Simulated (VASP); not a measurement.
# B (Im-3m) in VASP: notebook

B is run at these levels: PBEsol; tasks: single point.

All numbers are computed with VASP 6.6.1; they aren't measurements. Logs are shortened: lines on timing, memory, paths and dates and some standing lists are left out, and cuts for length are marked.

## Step 1: The cell of the first run

The structure is cubic, space group Im-3m (No. 229). Conventional cell: a = 2.115 Å, b = 2.115 Å, c = 2.115 Å, α = 90.00°, β = 90.00°, γ = 90.00°. B (site symmetry m-3m) has 14 B at 1.83 to 2.11 Å within 2.4 Å.

This isn't the form of B at room conditions, which is rhombohedral.

## Step 2: Single point, PBEsol (4.73 Å³/atom)

Input file INCAR:

```
SYSTEM = B
ALGO = Normal
EDIFF = 1E-6
ENCUT = 520
GGA = PS
ISIF = 2
ISMEAR = -1
LASPH = .True.
LCHARG = .False.
LREAL = .False.
LWAVE = .False.
NBANDS = 8
NELM = 80
PREC = Accurate
SIGMA = 0.08
```

Input file KPOINTS:

```
k-points
0
Gamma
  25 25 25
  0 0 0
```

Input file POSCAR:

```
B
1.0
   -1.0573499738      1.0573499738      1.0573499738
    1.0573499738     -1.0573499738      1.0573499738
    1.0573499738      1.0573499738     -1.0573499738
B
1
Direct
    0.0000000000      0.0000000000      0.0000000000
```

Potentials or basis: VASP PAW PBE potentials, release 64 (B).

Started as:

```console
cat potpaw_PBE.64/B/POTCAR > POTCAR
mpirun -np 1 vasp_std > vasp.out
```

OUTCAR:

```text
SYSTEM = B
   EDIFF = 1E-6
   ENCUT = 520
   GGA = PS
   ISIF = 2
   ISMEAR = -1
   LASPH = .True.
   LREAL = .False.
   NELM = 80
   PREC = Accurate

 ion  position               nearest neighbor table
   1  0.000  0.000  0.000-

  LATTYP: Found a body centered cubic cell.
 ALAT       =     2.1146999476

  Lattice vectors:

 A1 = (  -1.0573499738,   1.0573499738,   1.0573499738)
 A2 = (   1.0573499738,  -1.0573499738,   1.0573499738)
 A3 = (   1.0573499738,   1.0573499738,  -1.0573499738)

Analysis of symmetry for initial positions (statically):
=====================================================================
 Subroutine PRICEL returns:
 Original cell was already a primitive cell.

 Routine SETGRP: Setting up the symmetry group for a
 body centered cubic supercell.

 Subroutine GETGRP returns: Found 48 space group operations
 (whereof 48 operations were pure point group operations)
 out of a pool of 48 trial point group operations.

The static configuration has the point symmetry O_h .

Analysis of symmetry for dynamics (positions and initial velocities):
=====================================================================
 Subroutine PRICEL returns:
 Original cell was already a primitive cell.

 Routine SETGRP: Setting up the symmetry group for a
 body centered cubic supercell.

 Subroutine GETGRP returns: Found 48 space group operations
 (whereof 48 operations were pure point group operations)
 out of a pool of 48 trial point group operations.

The dynamic configuration has the point symmetry O_h .

 Subroutine INISYM returns: Found 48 space group operations
 (whereof 48 operations are pure point group operations),
 and found     1 'primitive' translations

----------------------------------------------------------------------------------------

                                     Primitive cell

  volume of cell :       4.7284

  direct lattice vectors                    reciprocal lattice vectors
    -1.057349974  1.057349974  1.057349974     0.000000000  0.472880326  0.472880326
     1.057349974 -1.057349974  1.057349974     0.472880326  0.000000000  0.472880326
     1.057349974  1.057349974 -1.057349974     0.472880326  0.472880326  0.000000000

  length of vectors
     1.831383876  1.831383876  1.831383876     0.668753770  0.668753770  0.668753770

  position of ions in fractional coordinates (direct lattice)
[... 72 lines left out ...]
   LNONCOLLINEAR =      F non collinear calculations
   LSORBIT =      F    spin-orbit coupling
   LASPH  =      T    aspherical Exc in radial PAW
   ENCUT  =  520.0 eV  38.22 Ry    6.18 a.u.   3.41  3.41  3.41*2*pi/ulx,y,z
   NELM   =     80;   NELMIN=  2; NELMDL= -5     # of ELM steps
   EDIFF  = 0.1E-05   stopping-criterion for ELM
   LREAL  =      F    real-space projection
   EDIFFG = 0.1E-04   stopping-criterion for IOM
   NSW    =      0    number of steps for IOM
   IBRION =     -1    ionic relax: 0-MD 1-quasi-New 2-CG
   NFREE  =      0    steps in history (QN), initial steepest desc. (CG)
   ISIF   =      2    stress and relaxation
   ISYM   =      2    0-nonsym 1-usesym 2-fastsym
   POTIM  = 0.5000    time-step for ionic-motion
   TEBEG  =    0.0;   TEEND  =   0.0 temperature during run
   PSTRESS=    0.0 pullay stress
   NELECT =       3.0000    total number of electrons
   NUPDOWN=      -1.0000    fix difference up-down
   EMIN   =  10.00;   EMAX   =-10.00  energy-range for DOS
   EFERMI =   0.00;   METHOD = LEGACY
   ISMEAR =    -1;   SIGMA  =   0.08  broadening in eV -4-tet -1-fermi 0-gaus
   EFERMI_NEDOS =   21; number of points for ismear=-14 and -15
   IALGO  =     38    algorithm
   IMIX   =      4    mixing-type and parameters
     AMIX     =   0.40;   BMIX     =  1.00
     AMIX_MAG =   1.60;   BMIX_MAG =  1.00
  volume/ion in A,a.u.               =       4.73        31.91
  Fermi-wavevector in a.u.,A,eV,Ry     =   1.406727  2.658329 26.924309  1.978881
  Thomas-Fermi vector in A             =   2.529058
   LORBIT       =      0    0 simple, 1 ext, 2 COOP (PROOUT), +10 PAW based schemes
   GGA     = PS    functional components
   LHFCALC =     F    Hartree Fock is set to
   AEXX    =    0.0000 exact exchange contribution
   IVDW    =     0    specifies the selected vdW correction
   LEPSILON=     F    determine dielectric tensor
   LRPA    =     F    only Hartree local field effects (RPA)
 non-spin polarized calculation
  energy-cutoff  :      520.00
  volume of cell :        4.73
 maximum number of plane-waves:       140
 NGX is ok and might be reduce to    14
   NGX =  7   NGY =  7   NGZ =  7

 number of electron       3.0000000 magnetization

 Free energy of the ion-electron system (eV)
  ---------------------------------------------------
  ext. energy  EPLUGINS =         0.00000000
  ---------------------------------------------------
  free energy    TOTEN  =        -5.06238797 eV

  energy without entropy =       -5.05937837  energy(sigma->0) =       -5.06088317

 E-fermi :  13.4321     XC(G=0): -13.9911

 val. band max:       13.3996926972   @ k =  -0.3600   0.4400   0.1600
 cond. band min:      13.4408260198   @ k =  -0.4000   0.4000   0.2000
 fundamental gap:      0.0411333226
 Fermi energy:        13.4321352935

 k-point     1 :       0.0000    0.0000    0.0000
  band No.  band energies     occupation
      1      -8.5051      2.00000
      2      33.0673      0.00000
      3      33.0673      0.00000
      4      33.0673      0.00000
      5      52.8182      0.00000
      6      52.8182      0.00000
      7      52.8182      0.00000
      8      57.0367      0.00000
[... 243 lines left out ...]
 k-point    24 :       0.4400    0.0400    0.0000
  band No.  band energies     occupation
      1       1.3922      2.00000
      2       9.4960      2.00000
      3      24.1605      0.00000
      4      28.5587      0.00000
      5      39.4770      0.00000
      6      44.8630      0.00000
      7      59.1368      0.00000
      8      63.5197      0.00000

 [... further k-points ...]
[... 5 lines left out ...]
  --------------------------------------------------------------------------------------
  -------------------------------------------------------------------------------------
  Total        2.8523486      2.8523486      2.8523486      0.0000000      0.0000000     -0.0000000
  in kB      966.4890080    966.4890080    966.4890080      0.0000000      0.0000000     -0.0000000
  external PRESSURE =     966.4890080 kB  Pullay stress =       0.0000000 kB

 VOLUME and BASIS-vectors are now :
 -----------------------------------------------------------------------------
  energy-cutoff  :      520.00
  volume of cell :        4.73
      direct lattice vectors                 reciprocal lattice vectors
    -1.057349974  1.057349974  1.057349974     0.000000000  0.472880326  0.472880326
     1.057349974 -1.057349974  1.057349974     0.472880326  0.000000000  0.472880326
     1.057349974  1.057349974 -1.057349974     0.472880326  0.472880326  0.000000000

 POSITION                                       TOTAL-FORCE (eV/Angst)
 -----------------------------------------------------------------------------------
      0.00000      0.00000      0.00000         0.000000      0.000000     -0.000000
 -----------------------------------------------------------------------------------
    total drift:                               -0.000000      0.000000      0.000000

  FREE ENERGIE OF THE ION-ELECTRON SYSTEM (eV)
  ---------------------------------------------------
  free  energy   TOTEN  =        -5.0623879708 eV

  energy  without entropy=       -5.0593783717  energy(sigma->0) =       -5.06088317
```

OSZICAR:

```text
N       E                     dE             d eps       ncg     rms          rms(c)
DAV:   1    -0.311599925589E+01   -0.31160E+01   -0.17175E+03  8368   0.306E+02
DAV:   2    -0.507197118792E+01   -0.19560E+01   -0.18622E+01  9480   0.355E+01
DAV:   3    -0.507334533897E+01   -0.13742E-02   -0.13741E-02  8296   0.101E+00
DAV:   4    -0.507334536162E+01   -0.22647E-07   -0.23389E-07  9936   0.394E-03
DAV:   5    -0.507334536116E+01    0.46239E-09   -0.81541E-12  8248   0.150E-05    0.226E+00
DAV:   6    -0.506605136938E+01    0.72940E-02   -0.16365E-04  7696   0.104E-01    0.135E+00
DAV:   7    -0.506238765997E+01    0.36637E-02   -0.33684E-04  7568   0.152E-01    0.237E-02
DAV:   8    -0.506238797076E+01   -0.31079E-06   -0.21454E-07  8056   0.470E-03
   1 F= -.50623880E+01 E0= -.50608832E+01  d E =-.300960E-02
```

Wall time 9.9 s (1 thread of Intel Xeon Platinum 8259CL at 2.50GHz (Skylake/Cascade Lake), shared host); peak memory 0.12 GiB.

Results:

```yaml
Free_energy: -5.0624 eV
Pressure: 96.6 GPa
Band_gap_on_the_k_mesh: zero (an odd number of electrons rules out a gap without spin polarisation)
```

Caveat: the cell stands under pressure; the PAW data sets were made with another functional, which shifts forces and pressure a little.

## Step 3: Single point, PBEsol

This run uses another cell than the first one, of 6.06 Å³/atom.

Input file INCAR:

```
PREC = Accurate
ENCUT = 520
EDIFF = 1E-7
ISMEAR = -1
SIGMA = 0.08
LREAL = False
LASPH = True
NELM = 100
ALGO = Normal
ISIF = 2
LWAVE = False
LCHARG = False
GGA = PS
NBANDS = 8
```

Input file KPOINTS:

```
regular mesh
0
Gamma
  25 25 25
```

Input file POSCAR:

```
B
1.0
   -1.1486486979      1.1486486979      1.1486486979
    1.1486486979     -1.1486486979      1.1486486979
    1.1486486979      1.1486486979     -1.1486486979
B
1
Direct
    0.0000000000      0.0000000000      0.0000000000
```

Potentials or basis: VASP PAW PBE potentials, release 64 (B).

Started as:

```console
cat potpaw_PBE.64/B/POTCAR > POTCAR
mpirun -np 1 vasp_std > vasp.out
```

Wall time 11 s (1 thread of Intel Xeon Platinum 8259CL at 2.50GHz (Skylake/Cascade Lake), shared host); peak memory 0.12 GiB.

The run converged. Its results:

| Property | Result |
| --- | --- |
| Free energy | -5.3963 eV |
| Pressure | 0.2 GPa |
| Band gap on the k mesh | zero (an odd number of electrons rules out a gap without spin polarisation) |

Levels at points of the mesh, in eV from the Fermi level:
```csv
k point,band 1,band 2,band 3,band 4
"(0.00, 0.00, 0.00)",-18.79,15.74,15.74,15.74
```

Caveat: the PAW data sets were made with another functional, which shifts forces and pressure a little.

## Step 4: Single point, PBEsol (6.06 Å³/atom)

This run uses another cell than the first one, of 6.06 Å³/atom.

Input file INCAR:

```
SYSTEM = B
PREC     = Accurate       ! precision mode
ENCUT    = 520            ! plane-wave cutoff, eV
EDIFF    = 1E-7           ! SCF threshold, eV
ISMEAR   = -1             ! smearing method
SIGMA    = 0.08           ! smearing width, eV
LREAL    = .FALSE.        ! projectors in reciprocal space
LASPH    = .TRUE.         ! aspherical terms in the spheres
NELM     = 80             ! most SCF steps
ALGO     = Normal         ! electronic algorithm
ISIF     = 2              ! what is computed and relaxed
LWAVE    = .FALSE.        ! write WAVECAR
LCHARG   = .FALSE.        ! write CHGCAR
GGA      = PS             ! functional
NBANDS   = 8              ! bands
```

Input file KPOINTS:

```
regular mesh
0
G
  25 25 25
  0 0 0
```

Input file POSCAR:

```
B
1.0
   -1.1486486980      1.1486486980      1.1486486980
    1.1486486980     -1.1486486980      1.1486486980
    1.1486486980      1.1486486980     -1.1486486980
B
1
Direct
    0.0000000000      0.0000000000      0.0000000000
```

Potentials or basis: VASP PAW PBE potentials, release 64 (B).

Started as:

```console
cat potpaw_PBE.64/B/POTCAR > POTCAR
mpirun -np 1 vasp_std > vasp.out
```

OUTCAR:

```text
SYSTEM = B
   PREC = Accurate
   ENCUT = 520
   EDIFF = 1E-7
   ISMEAR = -1
   LREAL = .FALSE.
   LASPH = .TRUE.
   NELM = 80
   ISIF = 2
   GGA = PS

 ion  position               nearest neighbor table
   1  0.000  0.000  0.000-

  LATTYP: Found a body centered cubic cell.
 ALAT       =     2.2972973960

  Lattice vectors:

 A1 = (  -1.1486486980,   1.1486486980,   1.1486486980)
 A2 = (   1.1486486980,  -1.1486486980,   1.1486486980)
 A3 = (   1.1486486980,   1.1486486980,  -1.1486486980)

Analysis of symmetry for initial positions (statically):
=====================================================================
 Subroutine PRICEL returns:
 Original cell was already a primitive cell.

 Routine SETGRP: Setting up the symmetry group for a
 body centered cubic supercell.

 Subroutine GETGRP returns: Found 48 space group operations
 (whereof 48 operations were pure point group operations)
 out of a pool of 48 trial point group operations.

The static configuration has the point symmetry O_h .

Analysis of symmetry for dynamics (positions and initial velocities):
=====================================================================
 Subroutine PRICEL returns:
 Original cell was already a primitive cell.

 Routine SETGRP: Setting up the symmetry group for a
 body centered cubic supercell.

 Subroutine GETGRP returns: Found 48 space group operations
 (whereof 48 operations were pure point group operations)
 out of a pool of 48 trial point group operations.

The dynamic configuration has the point symmetry O_h .

 Subroutine INISYM returns: Found 48 space group operations
 (whereof 48 operations are pure point group operations),
 and found     1 'primitive' translations

----------------------------------------------------------------------------------------

                                     Primitive cell

  volume of cell :       6.0621

[... 100 lines left out ...]
   EFERMI =   0.00;   METHOD = LEGACY
   ISMEAR =    -1;   SIGMA  =   0.08  broadening in eV -4-tet -1-fermi 0-gaus
   EFERMI_NEDOS =   21; number of points for ismear=-14 and -15
   IALGO  =     38    algorithm
   IMIX   =      4    mixing-type and parameters
     AMIX     =   0.40;   BMIX     =  1.00
     AMIX_MAG =   1.60;   BMIX_MAG =  1.00
  volume/ion in A,a.u.               =       6.06        40.91
  Fermi-wavevector in a.u.,A,eV,Ry     =   1.294915  2.447035 22.814326  1.676806
  Thomas-Fermi vector in A             =   2.426468
   LORBIT       =      0    0 simple, 1 ext, 2 COOP (PROOUT), +10 PAW based schemes
   GGA     = PS    functional components
   LHFCALC =     F    Hartree Fock is set to
   AEXX    =    0.0000 exact exchange contribution
   IVDW    =     0    specifies the selected vdW correction
   LEPSILON=     F    determine dielectric tensor
   LRPA    =     F    only Hartree local field effects (RPA)
 non-spin polarized calculation
  energy-cutoff  :      520.00
  volume of cell :        6.06
 maximum number of plane-waves:       177
   NGX =  7   NGY =  7   NGZ =  7

 number of electron       3.0000000 magnetization

 Free energy of the ion-electron system (eV)
  ---------------------------------------------------
  ext. energy  EPLUGINS =         0.00000000
  ---------------------------------------------------
  free energy    TOTEN  =        -5.39628316 eV

  energy without entropy =       -5.39210848  energy(sigma->0) =       -5.39419582

 E-fermi :  10.1447     XC(G=0): -12.9257

 val. band max:       10.1338908071   @ k =  -0.4400   0.4800   0.3600
 cond. band min:      10.1818644205   @ k =  -0.3600   0.4000   0.0800
 fundamental gap:      0.0479736135
 Fermi energy:        10.1447364449

 k-point     1 :       0.0000    0.0000    0.0000
  band No.  band energies     occupation
      1      -8.6495      2.00000
      2      25.8892      0.00000
      3      25.8892      0.00000
      4      25.8892      0.00000
      5      44.2124      0.00000
      6      44.2124      0.00000
      7      44.2124      0.00000
      8      48.0154      0.00000
[... 243 lines left out ...]
 k-point    24 :       0.4400    0.0400   -0.0000
  band No.  band energies     occupation
      1       0.3455      2.00000
      2       6.3039      2.00000
      3      18.8399      0.00000
      4      22.6214      0.00000
      5      33.0164      0.00000
      6      36.2222      0.00000
      7      49.2759      0.00000
      8      52.2228      0.00000

 [... further k-points ...]
[... 5 lines left out ...]
  --------------------------------------------------------------------------------------
  -------------------------------------------------------------------------------------
  Total        0.0084493      0.0084493      0.0084493      0.0000000      0.0000000     -0.0000000
  in kB        2.2331061      2.2331061      2.2331061      0.0000000      0.0000000     -0.0000000
  external PRESSURE =       2.2331061 kB  Pullay stress =       0.0000000 kB

 VOLUME and BASIS-vectors are now :
 -----------------------------------------------------------------------------
  energy-cutoff  :      520.00
  volume of cell :        6.06
      direct lattice vectors                 reciprocal lattice vectors
    -1.148648698  1.148648698  1.148648698     0.000000000  0.435294099  0.435294099
     1.148648698 -1.148648698  1.148648698     0.435294099  0.000000000  0.435294099
     1.148648698  1.148648698 -1.148648698     0.435294099  0.435294099  0.000000000

 POSITION                                       TOTAL-FORCE (eV/Angst)
 -----------------------------------------------------------------------------------
      0.00000      0.00000      0.00000         0.000000      0.000000      0.000000
 -----------------------------------------------------------------------------------
    total drift:                               -0.000000     -0.000000      0.000000

  FREE ENERGIE OF THE ION-ELECTRON SYSTEM (eV)
  ---------------------------------------------------
  free  energy   TOTEN  =        -5.3962831571 eV

  energy  without entropy=       -5.3921084793  energy(sigma->0) =       -5.39419582
```

OSZICAR:

```text
N       E                     dE             d eps       ncg     rms          rms(c)
DAV:   1    -0.357525359600E+01   -0.35753E+01   -0.15436E+03  8080   0.297E+02
DAV:   2    -0.539898647052E+01   -0.18237E+01   -0.17382E+01  9568   0.327E+01
DAV:   3    -0.540103955106E+01   -0.20531E-02   -0.20530E-02  8192   0.117E+00
DAV:   4    -0.540103961792E+01   -0.66854E-07   -0.66500E-07 10144   0.622E-03
DAV:   5    -0.540103961829E+01   -0.37411E-09   -0.28488E-11  8288   0.261E-05    0.157E+00
DAV:   6    -0.539795715173E+01    0.30825E-02   -0.23379E-04  8272   0.128E-01    0.932E-01
DAV:   7    -0.539628337969E+01    0.16738E-02   -0.58876E-04  8224   0.204E-01    0.229E-02
DAV:   8    -0.539628357101E+01   -0.19132E-06   -0.15423E-06  8160   0.102E-02    0.478E-03
DAV:   9    -0.539628310098E+01    0.47003E-06   -0.28832E-08  6824   0.150E-03    0.497E-04
DAV:  10    -0.539628315706E+01   -0.56077E-07   -0.64324E-10  3960   0.178E-04
   1 F= -.53962832E+01 E0= -.53941958E+01  d E =-.417468E-02
```

stdout:

```text
POSCAR found type information on POSCAR B
 POSCAR found :  1 types and       1 ions
 scaLAPACK will be used
 -----------------------------------------------------------------------------
|                                                                             |
|                                                                             |
|     You enforced a specific xc type in the INCAR file but a different       |
|     I HOPE YOU KNOW WHAT YOU ARE DOING!                                     |
|                                                                             |
 -----------------------------------------------------------------------------

 LDA part: xc-table for (Slater+PW92), standard interpolation
 POSCAR, INCAR and KPOINTS ok, starting setup
 FFT: planning ... GRIDC
 FFT: planning ... GRID_SOFT
 FFT: planning ... GRID
 WAVECAR not read
 entering main loop
```

Wall time 13 s (1 thread of Intel Xeon Platinum 8259CL at 2.50GHz (Skylake/Cascade Lake), shared host); peak memory 0.12 GiB.

Results:

```yaml
Free_energy: -5.3963 eV
Pressure: 0.2 GPa
Band_gap_on_the_k_mesh: zero (an odd number of electrons rules out a gap without spin polarisation)
```

Levels at points of the mesh, in eV from the Fermi level:
```
           k point  band 1  band 2  band 3  band 4
(0.00, 0.00, 0.00)  -18.79   15.74   15.74   15.74
```

Caveat: the PAW data sets were made with another functional, which shifts forces and pressure a little.
